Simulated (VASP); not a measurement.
# Mo (Im-3m) in VASP: further runs

Aim: see how the results for Mo move with the level of theory and the settings. Levels: LDA, RPBE+D3(BJ), revPBE+D4, PBE. Tasks: single point.

All numbers are computed with VASP 6.6.1; they aren't measurements. Logs are shortened: lines on timing, memory, paths and dates and some standing lists are left out, and cuts for length are marked.

### Step 1. The cell of the first run

The structure is cubic, space group Im-3m (No. 229). Conventional cell: a = 3.230 Å, b = 3.230 Å, c = 3.230 Å, α = 90.00°, β = 90.00°, γ = 90.00°. Mo (site symmetry m-3m) has 14 Mo at 2.80 to 3.23 Å within 3.7 Å.

### Step 2. Single point, LDA (volume scaled by 1.06)

Input file INCAR:

```
PREC = Accurate
ENCUT = 520
EDIFF = 1E-6
ISMEAR = -1
SIGMA = 0.05
LREAL = F
LASPH = T
NELM = 60
ALGO = Normal
ISIF = 2
LWAVE = F
LCHARG = T
GGA = CA
LELF = T
LVHAR = T
NBANDS = 13
```

Input file KPOINTS:

```
regular mesh
0
Gamma
  12 12 12
```

Input file POSCAR:

```
Mo
1.0
   -1.6148719360      1.6148719360      1.6148719360
    1.6148719360     -1.6148719360      1.6148719360
    1.6148719360      1.6148719360     -1.6148719360
Mo
1
Direct
    0.0000000000      0.0000000000      0.0000000000
```

Potentials or basis: VASP PAW LDA potentials, release 64 (Mo_sv).

Run with:

```bash
$ cat potpaw_LDA.64/Mo_sv/POTCAR > POTCAR
$ mpirun -np 1 vasp_std > vasp.out
```

OUTCAR:

```text
PREC = Accurate
   ENCUT = 520
   EDIFF = 1E-6
   ISMEAR = -1
   LREAL = F
   LASPH = T
   NELM = 60
   ISIF = 2
   GGA = CA

 ion  position               nearest neighbor table
   1  0.000  0.000  0.000-

  LATTYP: Found a body centered cubic cell.
 ALAT       =     3.2297438720

  Lattice vectors:

 A1 = (  -1.6148719360,   1.6148719360,   1.6148719360)
 A2 = (   1.6148719360,  -1.6148719360,   1.6148719360)
 A3 = (   1.6148719360,   1.6148719360,  -1.6148719360)

Analysis of symmetry for initial positions (statically):
=====================================================================
 Subroutine PRICEL returns:
 Original cell was already a primitive cell.

 Routine SETGRP: Setting up the symmetry group for a
 body centered cubic supercell.

 Subroutine GETGRP returns: Found 48 space group operations
 (whereof 48 operations were pure point group operations)
 out of a pool of 48 trial point group operations.

The static configuration has the point symmetry O_h .

Analysis of symmetry for dynamics (positions and initial velocities):
=====================================================================
 Subroutine PRICEL returns:
 Original cell was already a primitive cell.

 Routine SETGRP: Setting up the symmetry group for a
 body centered cubic supercell.

 Subroutine GETGRP returns: Found 48 space group operations
 (whereof 48 operations were pure point group operations)
 out of a pool of 48 trial point group operations.

The dynamic configuration has the point symmetry O_h .

 Subroutine INISYM returns: Found 48 space group operations
 (whereof 48 operations are pure point group operations),
 and found     1 'primitive' translations

----------------------------------------------------------------------------------------

                                     Primitive cell

  volume of cell :      16.8451

  direct lattice vectors                    reciprocal lattice vectors
    -1.614871936  1.614871936  1.614871936     0.000000000  0.309622075  0.309622075
     1.614871936 -1.614871936  1.614871936     0.309622075  0.000000000  0.309622075
     1.614871936  1.614871936 -1.614871936     0.309622075  0.309622075  0.000000000

  length of vectors
     2.797040241  2.797040241  2.797040241     0.437871738  0.437871738  0.437871738

  position of ions in fractional coordinates (direct lattice)
     0.000000000  0.000000000  0.000000000

  ion indices of the primitive-cell ions
   primitive index   ion index
                 1           1

----------------------------------------------------------------------------------------

 KPOINTS: regular mesh

Automatic generation of k-mesh.
 Grid dimensions read from file:
 generate k-points for:   12   12   12

 Generating k-lattice:

  Cartesian coordinates                     Fractional coordinates (reciprocal lattice)
     0.000000000  0.025801840  0.025801840     0.083333333  0.000000000  0.000000000
     0.025801840  0.000000000  0.025801840     0.000000000  0.083333333  0.000000000
     0.025801840  0.025801840  0.000000000     0.000000000  0.000000000  0.083333333

  Length of vectors
     0.036489311  0.036489311  0.036489311

  Shift w.r.t. Gamma in fractional coordinates (k-lattice)
     0.000000000  0.000000000  0.000000000

 Subroutine IBZKPT returns following result:
 ===========================================

 Found     72 irreducible k-points:

 Following reciprocal coordinates:
            Coordinates               Weight
  0.000000  0.000000  0.000000      1.000000
  0.083333  0.000000  0.000000     12.000000
  0.166667  0.000000  0.000000     12.000000
  0.250000  0.000000  0.000000     12.000000
  0.333333  0.000000  0.000000     12.000000
  0.416667  0.000000  0.000000     12.000000
[... 16 lines left out ...]
  0.333333  0.083333  0.083333     24.000000
  0.416667  0.083333  0.083333     12.000000
 [... further k-points ...]
   k-points           NKPTS =     72   k-points in BZ     NKDIM =     72   number of bands    NBANDS=     13
   number of dos      NEDOS =    301   number of ions     NIONS =      1
   total plane-waves  NPLWV =  13824
   dimension x,y,z NGX =    24 NGY =   24 NGZ =   24
   dimension x,y,z NGXF=    48 NGYF=   48 NGZF=   48
   ions per type =               1
   NGX,Y,Z   is equivalent  to a cutoff of  14.26, 14.26, 14.26 a.u.
   NGXF,Y,Z  is equivalent  to a cutoff of  28.53, 28.53, 28.53 a.u.
 SYSTEM =  unknown system
   PREC   = accura    normal or accurate (medium, high low for compatibility)
   ISTART =      0    job   : 0-new  1-cont  2-samecut
   ICHARG =      2    charge: 1-file 2-atom 10-const
   ISPIN  =      1    spin polarized calculation?
   LNONCOLLINEAR =      F non collinear calculations
   LSORBIT =      F    spin-orbit coupling
   LASPH  =      T    aspherical Exc in radial PAW
   ENCUT  =  520.0 eV  38.22 Ry    6.18 a.u.   5.20  5.20  5.20*2*pi/ulx,y,z
   NELM   =     60;   NELMIN=  2; NELMDL= -5     # of ELM steps
   EDIFF  = 0.1E-05   stopping-criterion for ELM
   LREAL  =      F    real-space projection
   EDIFFG = 0.1E-04   stopping-criterion for IOM
   NSW    =      0    number of steps for IOM
   IBRION =     -1    ionic relax: 0-MD 1-quasi-New 2-CG
   NFREE  =      0    steps in history (QN), initial steepest desc. (CG)
   ISIF   =      2    stress and relaxation
   ISYM   =      2    0-nonsym 1-usesym 2-fastsym
   POTIM  = 0.5000    time-step for ionic-motion
   TEBEG  =    0.0;   TEEND  =   0.0 temperature during run
   PSTRESS=    0.0 pullay stress
   NELECT =      14.0000    total number of electrons
   NUPDOWN=      -1.0000    fix difference up-down
   EMIN   =  10.00;   EMAX   =-10.00  energy-range for DOS
   EFERMI =   0.00;   METHOD = LEGACY
   ISMEAR =    -1;   SIGMA  =   0.05  broadening in eV -4-tet -1-fermi 0-gaus
   EFERMI_NEDOS =   21; number of points for ismear=-14 and -15
   IALGO  =     38    algorithm
   IMIX   =      4    mixing-type and parameters
     AMIX     =   0.40;   BMIX     =  1.00
     AMIX_MAG =   1.60;   BMIX_MAG =  1.00
  volume/ion in A,a.u.               =      16.85       113.68
  Fermi-wavevector in a.u.,A,eV,Ry     =   1.539192  2.908651 32.233720  2.369112
  Thomas-Fermi vector in A             =   2.645454
   LORBIT       =      0    0 simple, 1 ext, 2 COOP (PROOUT), +10 PAW based schemes
   GGA     = CA    functional components
   LHFCALC =     F    Hartree Fock is set to
   AEXX    =    0.0000 exact exchange contribution
   IVDW    =     0    specifies the selected vdW correction
   LEPSILON=     F    determine dielectric tensor
   LRPA    =     F    only Hartree local field effects (RPA)
 non-spin polarized calculation
  energy-cutoff  :      520.00
  volume of cell :       16.85
 maximum number of plane-waves:       468
 NGX is ok and might be reduce to    24
   NGX = 11   NGY = 11   NGZ = 11

 number of electron      13.9999998 magnetization

 Free energy of the ion-electron system (eV)
  ---------------------------------------------------
  ext. energy  EPLUGINS =         0.00000000
  ---------------------------------------------------
  free energy    TOTEN  =       -11.99858398 eV

  energy without entropy =      -11.99585344  energy(sigma->0) =      -11.99721871

 E-fermi :  11.2491     XC(G=0): -13.1899

 val. band max:       11.2223103408   @ k =  -0.1667   0.2500   0.0833
 cond. band min:      11.2993821067   @ k =  -0.3333   0.3333   0.2500
 fundamental gap:      0.0770717659
 Fermi energy:        11.2491487091

 k-point     1 :       0.0000    0.0000    0.0000
  band No.  band energies     occupation
      1     -49.6406      2.00000
      2     -23.2362      2.00000
      3     -23.2362      2.00000
      4     -23.2362      2.00000
      5       4.3189      2.00000
      6      10.0536      2.00000
      7      10.0536      2.00000
      8      10.0536      2.00000
      9      12.7781      0.00000
     10      12.7781      0.00000
     11      25.9963      0.00000
     12      25.9963      0.00000
     13      25.9963      0.00000

 k-point     2 :       0.0833    0.0000    0.0000
  band No.  band energies     occupation
      1     -49.6274      2.00000
      2     -23.3158      2.00000
      3     -23.2612      2.00000
      4     -23.2367      2.00000
      5       4.6003      2.00000
      6       9.9023      2.00000
      7      10.0265      2.00000
      8      10.3147      2.00000
      9      12.5733      0.00000
     10      12.7846      0.00000
     11      26.1847      0.00000
     12      26.4672      0.00000
     13      26.4748      0.00000

 k-point     3 :       0.1667    0.0000    0.0000
  band No.  band energies     occupation
      1     -49.5912      2.00000
      2     -23.5296      2.00000
      3     -23.3289      2.00000
      4     -23.2379      2.00000
      5       5.3545      2.00000
      6       9.5156      2.00000
      7       9.8923      2.00000
      8      11.0732      1.94243
      9      12.2784      0.00000
     10      12.8223      0.00000
     11      26.4034      0.00000
     12      27.2403      0.00000
     13      27.7981      0.00000
[... 305 lines left out ...]
 k-point    23 :       0.3333    0.0833    0.0833
  band No.  band energies     occupation
      1     -49.4488      2.00000
      2     -24.2345      2.00000
      3     -23.6134      2.00000
      4     -23.3157      2.00000
      5       7.0075      2.00000
      6       8.2827      2.00000
      7      10.8635      1.99911
      8      12.8697      0.00000
      9      13.2965      0.00000
     10      16.4330      0.00000
     11      22.3094      0.00000
     12      23.8900      0.00000
     13      26.8011      0.00000

 k-point    24 :       0.4167    0.0833    0.0833
  band No.  band energies     occupation
      1     -49.4367      2.00000
      2     -24.2832      2.00000
      3     -23.6494      2.00000
      4     -23.3178      2.00000
      5       6.9125      2.00000
      6       8.2020      2.00000
      7      11.5106      0.01065
      8      12.9280      0.00000
      9      13.3644      0.00000
     10      17.1092      0.00000
     11      21.3166      0.00000
     12      23.5213      0.00000
     13      26.2919      0.00000

 [... further k-points ...]
[... 5 lines left out ...]
  --------------------------------------------------------------------------------------
  -------------------------------------------------------------------------------------
  Total       -2.6523018     -2.6523018     -2.6523018      0.0000000     -0.0000000      0.0000000
  in kB     -252.2663214   -252.2663214   -252.2663214      0.0000000     -0.0000000      0.0000000
  external PRESSURE =    -252.2663214 kB  Pullay stress =       0.0000000 kB

 VOLUME and BASIS-vectors are now :
 -----------------------------------------------------------------------------
  energy-cutoff  :      520.00
  volume of cell :       16.85
      direct lattice vectors                 reciprocal lattice vectors
    -1.614871936  1.614871936  1.614871936     0.000000000  0.309622075  0.309622075
     1.614871936 -1.614871936  1.614871936     0.309622075  0.000000000  0.309622075
     1.614871936  1.614871936 -1.614871936     0.309622075  0.309622075  0.000000000

 POSITION                                       TOTAL-FORCE (eV/Angst)
 -----------------------------------------------------------------------------------
      0.00000      0.00000      0.00000         0.000000     -0.000000     -0.000000
 -----------------------------------------------------------------------------------
    total drift:                                0.000000      0.000000      0.000000

  FREE ENERGIE OF THE ION-ELECTRON SYSTEM (eV)
  ---------------------------------------------------
  free  energy   TOTEN  =       -11.9985839812 eV

  energy  without entropy=      -11.9958534414  energy(sigma->0) =      -11.99721871
```

Wall time 12 s (1 thread of Intel Xeon Platinum 8375C at 2.90GHz (Ice Lake), shared host); peak memory 0.13 GiB.

What came out:

```yaml
Free_energy: -11.9986 eV
Pressure: -25.2 GPa
Band_gap_on_the_k_mesh: zero (band 7 reaches 14.89 eV, above the bottom of band 8 at 10.05 eV)
```

Caveat: the cell differs from its parent crystal (volume scaled by 1.06).

### Step 3. Single point, RPBE+D3(BJ)

This run uses another cell than the first one, of 13.60 Å³/atom, 0.807 times its volume.

Input file INCAR:

```
ALGO = Normal
EDIFF = 1E-6
ENCUT = 520
GGA = RP
ISIF = 2
ISMEAR = -1
IVDW = 12
LASPH = True
LCHARG = False
LREAL = False
LWAVE = False
NBANDS = 13
NELM = 60
PREC = Accurate
SIGMA = 0.05
```

Input file KPOINTS:

```
k-points
0
Gamma
  12 12 12
```

Input file POSCAR:

```
Mo
1.0
   -1.5035129455      1.5035129455      1.5035129455
    1.5035129455     -1.5035129455      1.5035129455
    1.5035129455      1.5035129455     -1.5035129455
Mo
1
Direct
    0.0000000000      0.0000000000      0.0000000000
```

Potentials or basis: VASP PAW PBE potentials, release 64 (Mo_sv).

Run with:

```bash
$ cat potpaw_PBE.64/Mo_sv/POTCAR > POTCAR
$ mpirun -np 1 vasp_std > vasp.out
```

Run time: 4.2 s. Hardware: 1 thread of Intel Xeon 6975P-C (Granite Rapids), shared host; peak memory 0.14 GiB.

It converged, with:

- Free energy: -14.8221 eV
- Pressure: 1.1 GPa
- Band gap on the k mesh: zero (band 7 reaches 19.86 eV, above the bottom of band 8 at 13.37 eV)
- Dispersion energy per atom: -4.830 eV

Levels at points of the mesh, in eV from the Fermi level:
```tsv
k point	band 4	band 5	band 6	band 7	band 8	band 9	band 10	band 11
(0.00, 0.00, 0.00)	-34.21	-7.59	-1.65	-1.65	-1.65	1.93	1.93	15.01
(0.50, 0.00, 0.00)	-34.24	-6.20	-4.11	2.06	2.31	2.81	5.81	12.23
(0.50, 0.50, 0.50)	-35.66	-6.59	-6.59	4.84	4.84	4.84	10.29	10.29
```

Caveat: the PAW data sets were made with another functional, which shifts forces and pressure a little; pairwise dispersion overbinds metals, which lowers pressure and volume.

### Step 4. Single point, revPBE+D4

This run uses another cell than the first one, of 15.36 Å³/atom, 0.912 times its volume.

Input file INCAR:

```
PREC     = Accurate       # precision mode
ENCUT    = 520            # plane-wave cutoff, eV
EDIFF    = 1E-7           # SCF threshold, eV
ISMEAR   = -1             # smearing method
SIGMA    = 0.05           # smearing width, eV
LREAL    = F              # projectors in reciprocal space
LASPH    = T              # aspherical terms in the spheres
NELM     = 60             # most SCF steps
ALGO     = Normal         # electronic algorithm
ISIF     = 2              # what is computed and relaxed
LWAVE    = F              # write WAVECAR
LCHARG   = F              # write CHGCAR
GGA      = RE             # functional
IVDW     = 13             # dispersion correction
NBANDS   = 13             # bands
```

Input file KPOINTS:

```
Automatic mesh
0
Gamma
  12 12 12
```

Input file POSCAR:

```
Mo
1.0
   -1.5659840013      1.5659840013      1.5659840013
    1.5659840013     -1.5659840013      1.5659840013
    1.5659840013      1.5659840013     -1.5659840013
Mo
1
Direct
    0.0000000000      0.0000000000      0.0000000000
```

Run with:

```bash
$ cat potpaw_PBE.64/Mo_sv/POTCAR > POTCAR
$ mpirun -np 1 vasp_std > vasp.out
```

Run time: 5.3 s. Hardware: 1 thread of Intel Xeon 6975P-C (Granite Rapids), shared host; peak memory 0.13 GiB.

The run converged. Its results:

```
Free energy                : -11.4486 eV
Pressure                   : 0.6 GPa
Band gap on the k mesh     : zero (band 7 reaches 17.00 eV, above the bottom of band 8 at 11.53 eV)
Dispersion energy per atom : -0.969 eV
```

Levels at points of the mesh, in eV from the Fermi level:
| k point | band 3 | band 4 | band 5 | band 6 | band 7 | band 8 | band 9 | band 10 | band 11 | band 12 |
| --- | --- | --- | --- | --- | --- | --- | --- | --- | --- | --- |
| (0.00, 0.00, 0.00) | -34.47 | -34.47 | -7.23 | -1.35 | -1.35 | -1.35 | 1.75 | 1.75 | 14.90 | 14.90 |
| (0.50, 0.00, 0.00) | -34.94 | -34.48 | -5.37 | -3.43 | 1.74 | 1.79 | 2.43 | 4.91 | 11.98 | 12.04 |
| (0.50, 0.50, 0.50) | -35.48 | -35.48 | -5.52 | -5.52 | 4.12 | 4.12 | 4.12 | 9.26 | 9.26 | 9.26 |

Caveat: the PAW data sets were made with another functional, which shifts forces and pressure a little; pairwise dispersion overbinds metals, which lowers pressure and volume.

### Step 5. Single point, PBE

This run uses another cell than the first one, of 15.89 Å³/atom, 0.943 times its volume.

Input file INCAR:

```
ALGO = Normal
EDIFF = 1E-6
ENCUT = 520
GGA = PE
ISIF = 2
ISMEAR = 0
LASPH = T
LCHARG = F
LREAL = F
LWAVE = F
NBANDS = 13
NELM = 100
PREC = Accurate
SIGMA = 0.018000000000000002
```

Input file KPOINTS:

```
k-points
0
Gamma
  12 12 12
```

Input file POSCAR:

```
Mo
1.0
   -1.5838089719      1.5838089719      1.5838089719
    1.5838089719     -1.5838089719      1.5838089719
    1.5838089719      1.5838089719     -1.5838089719
Mo
1
Direct
    0.0000000000      0.0000000000      0.0000000000
```

Run with:

```bash
$ cat potpaw_PBE.64/Mo_sv/POTCAR > POTCAR
$ mpirun -np 1 vasp_std > vasp.out
```

It took 4.3 s on 1 thread of Intel Xeon 6975P-C (Granite Rapids), shared host; peak memory 0.12 GiB.

The run converged. Its results:

| Item | Value |
| --- | --- |
| Free energy | -10.9498 eV |
| Pressure | -1.4 GPa |
| Band gap on the k mesh | zero (band 7 reaches 16.22 eV, above the bottom of band 8 at 11.00 eV) |

Levels at points of the mesh, in eV from the Fermi level:
| k point | band 3 | band 4 | band 5 | band 6 | band 7 | band 8 | band 9 | band 10 | band 11 | band 12 |
| --- | --- | --- | --- | --- | --- | --- | --- | --- | --- | --- |
| (0.00, 0.00, 0.00) | -34.53 | -34.53 | -7.13 | -1.28 | -1.28 | -1.28 | 1.69 | 1.69 | 14.86 | 14.86 |
| (0.50, 0.00, 0.00) | -34.95 | -34.54 | -5.17 | -3.27 | 1.62 | 1.71 | 2.32 | 4.68 | 11.45 | 11.98 |
| (0.50, 0.50, 0.50) | -35.45 | -35.45 | -5.26 | -5.26 | 3.94 | 3.94 | 3.94 | 8.99 | 8.99 | 8.99 |

[end of part 1 of 2]
